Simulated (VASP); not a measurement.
Set up this calculation in VASP 6.6.1, as the native input.

```yaml
Task: relaxation of cell and atoms
Functional: r2SCAN
Potentials_or_basis: VASP PAW PBE potentials, release 64 (Cd, F)
Cutoff: 600 eV
k_mesh: 5 × 5 × 3
Occupations: gaussian, width 0.01 eV
Spin: no spin polarisation
Target_pressure: 10 GPa
Dipole_correction: no
Further_INCAR_settings: ALGO = Normal; EDIFF = 1e-06; IBRION = 2; EDIFFG = -0.02; NSW = 80; ISIF = 3
```

CdF2:

```
Cd F
1.0
     3.19000    0.00000    0.00000
    -1.59500    2.76262    0.00000
     0.00000    0.00000    5.10400
Cd F
1 2
Direct
  0.00000 0.00000 0.00000
  0.33333 0.66667 0.25000
  0.66667 0.33333 0.75000
```

These files were run (other wordings do the same):

POSCAR

```
CdF2
1.0
    3.1900000000      0.0000000000      0.0000000000
   -1.5950000000      2.7626210381      0.0000000000
    0.0000000000      0.0000000000      5.1040000000
Cd F
1 2
Direct
    0.0000000000      0.0000000000      0.0000000000
    0.3333333333      0.6666666667      0.2500000000
    0.6666666667      0.3333333333      0.7500000000
```

INCAR.step1

```
SYSTEM = CdF2
PREC     = Accurate       ! precision mode
ENCUT    = 600            ! plane-wave cutoff, eV
ISMEAR   = 0              ! smearing method
SIGMA    = 0.01           ! smearing width, eV
LREAL    = .FALSE.        ! projectors in reciprocal space
LASPH    = .TRUE.         ! aspherical terms in the spheres
NELM     = 100            ! most SCF steps
GGA      = PE             ! functional
ALGO     = Normal         ! electronic algorithm
EDIFF    = 1E-4           ! SCF threshold, eV
LWAVE    = .TRUE.         ! write WAVECAR
LCHARG   = .FALSE.        ! write CHGCAR
```

INCAR.step2

```
SYSTEM = CdF2
PREC     = Accurate       ! precision mode
ENCUT    = 600            ! plane-wave cutoff, eV
EDIFF    = 1E-6           ! SCF threshold, eV
ISMEAR   = 0              ! smearing method
SIGMA    = 0.01           ! smearing width, eV
LREAL    = .FALSE.        ! projectors in reciprocal space
LASPH    = .TRUE.         ! aspherical terms in the spheres
NELM     = 100            ! most SCF steps
ALGO     = Normal         ! electronic algorithm
ISIF     = 3              ! what is computed and relaxed
LWAVE    = .FALSE.        ! write WAVECAR
LCHARG   = .FALSE.        ! write CHGCAR
METAGGA  = R2SCAN         ! meta-GGA
LMIXTAU  = .TRUE.       
IBRION   = 2              ! ionic algorithm
NSW      = 80             ! ionic steps
EDIFFG   = -0.02          ! ionic threshold
PSTRESS  = 100.0        
ISTART   = 1
```

KPOINTS

```
Automatic mesh
0
G
  5 5 3
  0 0 0
```

Potentials or basis: VASP PAW PBE potentials, release 64 (Cd, F).

The run is started by

```console
$ cat potpaw_PBE.64/Cd/POTCAR potpaw_PBE.64/F/POTCAR > POTCAR
$ cp INCAR.step1 INCAR
$ mpirun -np 1 vasp_std > vasp.out
$ cp INCAR.step2 INCAR
$ mpirun -np 1 vasp_std > vasp.out
```

It gave:

```
Relaxed volume                                         : 11.99 Å³/atom
Relaxed cell                                           : a = 3.495 Å, b = 3.495 Å, c = 3.401 Å, α = 90.00°, β = 90.00°, γ = 120.00°
Space group after relaxing (to 0.05 Å)                 : P-3m1 (No. 164)
Energy change on relaxing (the enthalpy is what falls) : -89.1 meV/atom
Ionic steps                                            : 24
Pressure after relaxing                                : 10.2 GPa
Largest force after relaxing                           : 0.019 eV/Å
Band gap on the k mesh                                 : 3.31 eV, indirect (least direct gap 3.91 eV)
```

Caveat: the k points lie up to 0.62 Å⁻¹ apart in the final cell; the cell is relaxed towards a set pressure, so the enthalpy falls and the energy may rise; the volume moved by over 15 % at a fixed basis, so the end points are rough; the PAW data sets were made with another functional, which shifts forces and pressure a little.

It took 7.9 min on 1 thread of Intel(R) Xeon(R) 6975P-C (Granite Rapids) (shared host), peak memory 0.2 GiB.
